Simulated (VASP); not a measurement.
# HC18N in VASP: single point with PBEsol

Aim: the single point of HC18N with PBEsol.

All numbers are computed with VASP 6.6.1; they aren't measurements. Logs are shortened: lines on timing, memory, paths and dates and some standing lists are left out, and cuts for length are marked.

## (1) The cell of the first run

The cell holds a slab with vacuum, 20 atoms: a = 7.398 Å, b = 7.398 Å, c = 12.000 Å, α = 90.00°, β = 90.00°, γ = 120.00°.

## (2) Single point, PBEsol

Contents of INCAR:

```
SYSTEM = HC18N
PREC = Accurate
ENCUT = 1000
EDIFF = 1E-6
ISMEAR = 0
SIGMA = 0.05
LREAL = Auto
LASPH = .TRUE.
NELM = 120
ALGO = Normal
ISIF = 2
LWAVE = .FALSE.
LCHARG = .FALSE.
GGA = PS
NBANDS = 55
GGA_COMPAT = .FALSE.
NELMDL = -8
```

Contents of KPOINTS:

```
Automatic mesh
0
G
  2 2 1
  0 0 0
```

Contents of POSCAR:

```
HC18N
1.0
    7.3980000000      0.0000000000      0.0000000000
   -3.6990000000      6.4068560000      0.0000000000
    0.0000000000      0.0000000000     12.0000000000
C N H
18 1 1
Direct
    0.0058883955     -0.0004765208      0.0766153333
    0.2257147888      0.1123974068      0.0673639167
    0.0096702990      0.3370526823      0.0823894167
    0.2258456141      0.4467985545      0.0694111667
    0.0067726066      0.6736836289      0.0811795000
    0.2249774179      0.7808934679      0.0744577500
    0.3363995890      0.0027002324      0.0696294167
    0.5568193551      0.1160388184      0.0791806667
    0.3367521947      0.3343192043      0.0675338333
    0.5566868952      0.4447711951      0.0730956667
    0.3376172318      0.6687086459      0.0732414167
    0.5565410910      0.7752919685      0.0812966667
    0.6624542050     -0.0010902383      0.1086532500
    0.9039408235      0.1173204143      0.1020749167
    0.6644523006      0.3317048175      0.0803475833
    0.8930664726      0.4473421909      0.1052231667
    0.6681175582      0.6675673685      0.0798095000
    0.8937935777      0.7806925893      0.0800394167
    0.7858195133      0.0629812813      0.2066590833
    0.8894106007      0.4383391792      0.1992982500
```

Potentials or basis: VASP PAW PBE potentials, release 64 (C_h, N_h, H_h).

Started as:

```console
$ cat potpaw_PBE.64/C_h/POTCAR potpaw_PBE.64/N_h/POTCAR potpaw_PBE.64/H_h/POTCAR > POTCAR
$ mpirun -np 1 vasp_std > vasp.out
```

OUTCAR:

```text
SYSTEM = HC18N
   PREC = Accurate
   ENCUT = 1000
   EDIFF = 1E-6
   ISMEAR = 0
   LREAL = Auto
   LASPH = .TRUE.
   NELM = 120
   ISIF = 2
   GGA = PS
   NELMDL = -8

 ion  position               nearest neighbor table
   1  0.006  1.000  0.077-  18 1.40   2 1.41  14 1.44
   2  0.226  0.112  0.067-   7 1.41   1 1.41   9 1.42
   3  0.010  0.337  0.082-   4 1.39  14 1.43  16 1.48
   4  0.226  0.447  0.069-   3 1.39  11 1.42   9 1.43
   5  0.007  0.674  0.081-   6 1.40  18 1.41  16 1.48
   6  0.225  0.781  0.074-   5 1.40   7 1.42  11 1.44
   7  0.336  0.003  0.070-   2 1.41   8 1.42   6 1.42
   8  0.557  0.116  0.079-  15 1.38   7 1.42  13 1.47
   9  0.337  0.334  0.068-  10 1.41   2 1.42   4 1.43
  10  0.557  0.445  0.073-   9 1.41  15 1.42  17 1.43
  11  0.338  0.669  0.073-  12 1.41   4 1.42   6 1.44
  12  0.557  0.775  0.081-  17 1.41  11 1.41  13 1.47
  13  0.662  0.999  0.109-  19 1.42  12 1.47   8 1.47
  14  0.904  0.117  0.102-   3 1.43   1 1.44  19 1.47
  15  0.664  0.332  0.080-   8 1.38  10 1.42  16 1.49
  16  0.893  0.447  0.105-  20 1.13   5 1.48   3 1.48  15 1.49
  17  0.668  0.668  0.080-  12 1.41  10 1.43  18 1.45
  18  0.894  0.781  0.080-   1 1.40   5 1.41  17 1.45
  19  0.786  0.063  0.207-  13 1.42  14 1.47
  20  0.889  0.438  0.199-  16 1.13

  LATTYP: Found a hexagonal cell.
 ALAT       =     7.3980000000
 C/A-ratio  =     1.6220600162

  Lattice vectors:

 A1 = (   7.3980000000,   0.0000000000,   0.0000000000)
 A2 = (  -3.6990000000,   6.4068560000,   0.0000000000)
 A3 = (   0.0000000000,   0.0000000000,  12.0000000000)

Analysis of symmetry for initial positions (statically):
=====================================================================
 Subroutine PRICEL returns:
 Original cell was already a primitive cell.

 Routine SETGRP: Setting up the symmetry group for a
 hexagonal supercell.

 Subroutine GETGRP returns: Found  1 space group operations
 (whereof  1 operations were pure point group operations)
 out of a pool of 24 trial point group operations.

The static configuration has the point symmetry C_1 .

Analysis of symmetry for dynamics (positions and initial velocities):
=====================================================================
 Subroutine PRICEL returns:
 Original cell was already a primitive cell.

 Routine SETGRP: Setting up the symmetry group for a
 hexagonal supercell.

 Subroutine GETGRP returns: Found  1 space group operations
 (whereof  1 operations were pure point group operations)
 out of a pool of 24 trial point group operations.

The dynamic configuration has the point symmetry C_1 .

 Subroutine INISYM returns: Found  1 space group operations
 (whereof  1 operations are pure point group operations),
 and found     1 'primitive' translations

----------------------------------------------------------------------------------------

                                     Primitive cell

  volume of cell :     568.7750

  direct lattice vectors                    reciprocal lattice vectors
     7.398000000  0.000000000  0.000000000     0.135171668  0.078041398  0.000000000
    -3.699000000  6.406856000  0.000000000     0.000000000  0.156082796  0.000000000
     0.000000000  0.000000000 12.000000000     0.000000000  0.000000000  0.083333333

  length of vectors
     7.398000000  7.398000054 12.000000000     0.156082797  0.156082796  0.083333333

  position of ions in fractional coordinates (direct lattice)
     0.005888396  0.999523479  0.076615333
     0.225714789  0.112397407  0.067363917
     0.009670299  0.337052682  0.082389417
     0.225845614  0.446798554  0.069411167
     0.006772607  0.673683629  0.081179500
     0.224977418  0.780893468  0.074457750
[... 12 lines left out ...]
     0.785819513  0.062981281  0.206659083
     0.889410601  0.438339179  0.199298250

  ion indices of the primitive-cell ions
   primitive index   ion index
                 1           1
                 2           2
                 3           3
                 4           4
                 5           5
                 6           6
[... 12 lines left out ...]
                19          19
                20          20

----------------------------------------------------------------------------------------

 KPOINTS: Automatic mesh

Automatic generation of k-mesh.
 Grid dimensions read from file:
 generate k-points for:    2    2    1

 Generating k-lattice:

  Cartesian coordinates                     Fractional coordinates (reciprocal lattice)
     0.067585834  0.039020699  0.000000000     0.500000000  0.000000000  0.000000000
     0.000000000  0.078041398  0.000000000     0.000000000  0.500000000  0.000000000
     0.000000000  0.000000000  0.083333333     0.000000000  0.000000000  1.000000000

  Length of vectors
     0.078041399  0.078041398  0.083333333

  Shift w.r.t. Gamma in fractional coordinates (k-lattice)
     0.000000000  0.000000000  0.000000000

 Subroutine IBZKPT returns following result:
 ===========================================

 Found      4 irreducible k-points:

 Following reciprocal coordinates:
            Coordinates               Weight
  0.000000  0.000000  0.000000      1.000000
  0.500000  0.000000  0.000000      1.000000
  0.000000  0.500000  0.000000      1.000000
  0.500000  0.500000  0.000000      1.000000
   k-points           NKPTS =      4   k-points in BZ     NKDIM =      4   number of bands    NBANDS=     55
   number of dos      NEDOS =    301   number of ions     NIONS =     20
   total plane-waves  NPLWV = 806400
   dimension x,y,z NGX =    80 NGY =   80 NGZ =  126
   dimension x,y,z NGXF=   160 NGYF=  160 NGZF=  252
   ions per type =              18   1   1
   NGX,Y,Z   is equivalent  to a cutoff of  17.98, 17.98, 17.46 a.u.
   NGXF,Y,Z  is equivalent  to a cutoff of  35.95, 35.95, 34.91 a.u.
 SYSTEM =  HC18N
   PREC   = accura    normal or accurate (medium, high low for compatibility)
   ISTART =      0    job   : 0-new  1-cont  2-samecut
   ICHARG =      2    charge: 1-file 2-atom 10-const
   ISPIN  =      1    spin polarized calculation?
   LNONCOLLINEAR =      F non collinear calculations
   LSORBIT =      F    spin-orbit coupling
   LASPH  =      T    aspherical Exc in radial PAW
   ENCUT  = 1000.0 eV  73.50 Ry    8.57 a.u.  19.08 19.08 30.94*2*pi/ulx,y,z
   NELM   =    120;   NELMIN=  2; NELMDL= -8     # of ELM steps
   EDIFF  = 0.1E-05   stopping-criterion for ELM
   LREAL  =      T    real-space projection
   EDIFFG = 0.1E-04   stopping-criterion for IOM
   NSW    =      0    number of steps for IOM
   IBRION =     -1    ionic relax: 0-MD 1-quasi-New 2-CG
   NFREE  =      0    steps in history (QN), initial steepest desc. (CG)
   ISIF   =      2    stress and relaxation
   ISYM   =      2    0-nonsym 1-usesym 2-fastsym
   POTIM  = 0.5000    time-step for ionic-motion
   TEBEG  =    0.0;   TEEND  =   0.0 temperature during run
   PSTRESS=    0.0 pullay stress
   NELECT =      78.0000    total number of electrons
   NUPDOWN=      -1.0000    fix difference up-down
   EMIN   =  10.00;   EMAX   =-10.00  energy-range for DOS
   EFERMI =   0.00;   METHOD = LEGACY
   ISMEAR =     0;   SIGMA  =   0.05  broadening in eV -4-tet -1-fermi 0-gaus
   EFERMI_NEDOS =   21; number of points for ismear=-14 and -15
   IALGO  =     38    algorithm
   IMIX   =      4    mixing-type and parameters
     AMIX     =   0.40;   BMIX     =  1.00
     AMIX_MAG =   1.60;   BMIX_MAG =  1.00
  volume/ion in A,a.u.               =      28.44       191.91
  Fermi-wavevector in a.u.,A,eV,Ry     =   0.844228  1.595359  9.697146  0.712720
  Thomas-Fermi vector in A             =   1.959222
   LORBIT       =      0    0 simple, 1 ext, 2 COOP (PROOUT), +10 PAW based schemes
   GGA     = PS    functional components
   LHFCALC =     F    Hartree Fock is set to
   AEXX    =    0.0000 exact exchange contribution
   IVDW    =     0    specifies the selected vdW correction
   LEPSILON=     F    determine dielectric tensor
   LRPA    =     F    only Hartree local field effects (RPA)
 non-spin polarized calculation
 Gauss-broadening in eV      SIGMA  =   0.05
  energy-cutoff  :     1000.00
  volume of cell :      568.78
 maximum number of plane-waves:     40810
 NGX is ok and might be reduce to    80
   NGX = 39   NGY = 39   NGZ = 61

 number of electron      78.0000000 magnetization

 Free energy of the ion-electron system (eV)
  ---------------------------------------------------
  ext. energy  EPLUGINS =         0.00000000
  ---------------------------------------------------
  free energy    TOTEN  =      -180.67175463 eV

  energy without entropy =     -180.67175406  energy(sigma->0) =     -180.67175434

 E-fermi :  -1.8269     XC(G=0):  -3.8538

 val. band max:       -1.9864020213   @ k =   0.5000   0.0000   0.0000
 cond. band min:      -1.6678946165   @ k =   0.0000   0.0000   0.0000
 fundamental gap:      0.3185074048
 Fermi energy:        -1.8269146265

 k-point     1 :       0.0000    0.0000    0.0000
  band No.  band energies     occupation
      1     -22.2863      2.00000
      2     -20.5665      2.00000
      3     -18.8735      2.00000
      4     -18.7711      2.00000
      5     -18.7273      2.00000
      6     -18.6912      2.00000
[... 43 lines left out ...]
     50       4.6289      0.00000
     51       4.8609      0.00000

 k-point     2 :       0.5000    0.0000    0.0000
  band No.  band energies     occupation
      1     -22.1858      2.00000
      2     -20.6648      2.00000
      3     -19.9513      2.00000
      4     -19.3878      2.00000
      5     -18.1886      2.00000
      6     -17.0078      2.00000
[... 43 lines left out ...]
     50       4.4912      0.00000
     51       4.5847      0.00000

 k-point     3 :       0.0000    0.5000    0.0000
  band No.  band energies     occupation
      1     -22.1848      2.00000
      2     -20.6619      2.00000
      3     -19.9759      2.00000
      4     -19.3272      2.00000
      5     -18.3200      2.00000
      6     -16.9388      2.00000
[... 43 lines left out ...]
     50       4.3341      0.00000
     51       4.5646      0.00000

 k-point     4 :       0.5000    0.5000    0.0000
  band No.  band energies     occupation
      1     -22.1883      2.00000
      2     -20.6337      2.00000
      3     -19.9861      2.00000
      4     -19.3758      2.00000
      5     -18.2739      2.00000
      6     -16.9524      2.00000
[... 43 lines left out ...]
     50       4.4720      0.00000
     51       4.5710      0.00000
 [bands above 51 left out]

------------------------ aborting loop because EDIFF is reached ----------------------------------------

  FORCE on cell =-STRESS in cart. coord.  units (eV):
  Direction    XX          YY          ZZ          XY          YZ          ZX
  --------------------------------------------------------------------------------------
  -------------------------------------------------------------------------------------
  Total        2.6276860      2.4308983      0.0165549     -2.4212219     -0.0012198      0.0135029
  in kB        7.4019050      6.8475757      0.0466332     -6.8203183     -0.0034359      0.0380361
  external PRESSURE =       4.7653713 kB  Pullay stress =       0.0000000 kB

 VOLUME and BASIS-vectors are now :
 -----------------------------------------------------------------------------
  energy-cutoff  :     1000.00
  volume of cell :      568.78
      direct lattice vectors                 reciprocal lattice vectors
     7.398000000  0.000000000  0.000000000     0.135171668  0.078041398  0.000000000
    -3.699000000  6.406856000  0.000000000     0.000000000  0.156082796  0.000000000
     0.000000000  0.000000000 12.000000000     0.000000000  0.000000000  0.083333333

 POSITION                                       TOTAL-FORCE (eV/Angst)
 -----------------------------------------------------------------------------------
     -3.65367      6.40380      0.91938         0.004963      0.001794     -0.006320
      1.25408      0.72011      0.80837         0.002224     -0.004194     -0.000896
     -1.17522      2.15945      0.98867         0.000915     -0.001881     -0.017142
      0.01810      2.86257      0.83293         0.007530     -0.001120     -0.002197
     -2.44185      4.31619      0.97415        -0.004720     -0.002254     -0.005522
     -1.22414      5.00307      0.89349         0.002802     -0.002284      0.004930
[... 12 lines left out ...]
      5.58052      0.40351      2.47991         0.012254      0.007597      0.072970
      4.95844      2.80838      2.39158         0.004121     -0.006387      0.019746
 -----------------------------------------------------------------------------------
    total drift:                                0.001393      0.002180     -0.002514

  FREE ENERGIE OF THE ION-ELECTRON SYSTEM (eV)
  ---------------------------------------------------
  free  energy   TOTEN  =      -180.6717546315 eV

  energy  without entropy=     -180.6717540580  energy(sigma->0) =     -180.67175434
```

Run time: 11 min. Hardware: 1 thread of Intel Xeon 6975P-C (Granite Rapids), shared host; peak memory 1.5 GiB.

Results:

```yaml
Free_energy: -180.6718 eV
Largest_force: 0.074 eV/Å
Band_gap_on_the_k_mesh: 0.32 eV (least direct gap 0.34 eV)
```

Forces on the atoms (eV/Å):
```
C    0.005  0.002 -0.006
C    0.002 -0.004 -0.001
C    0.001 -0.002 -0.017
C    0.008 -0.001 -0.002
C   -0.005 -0.002 -0.006
C    0.003 -0.002  0.005
C   -0.001  0.006  0.000
C    0.003 -0.014 -0.003
C    0.000  0.001  0.000
C   -0.002  0.000  0.001
C   -0.007  0.003 -0.001
C   -0.007  0.006 -0.011
C   -0.030 -0.030 -0.030
C    0.016  0.018 -0.008
C    0.000  0.012 -0.007
C   -0.007  0.007 -0.010
C    0.008  0.002  0.002
C   -0.003 -0.003  0.001
N    0.012  0.008  0.073
H    0.004 -0.006  0.020
```

Caveat: the k points lie up to 0.49 Å⁻¹ apart; there is no dipole correction, which matters where the two faces differ; the PAW data sets were made with another functional, which shifts forces and pressure a little.
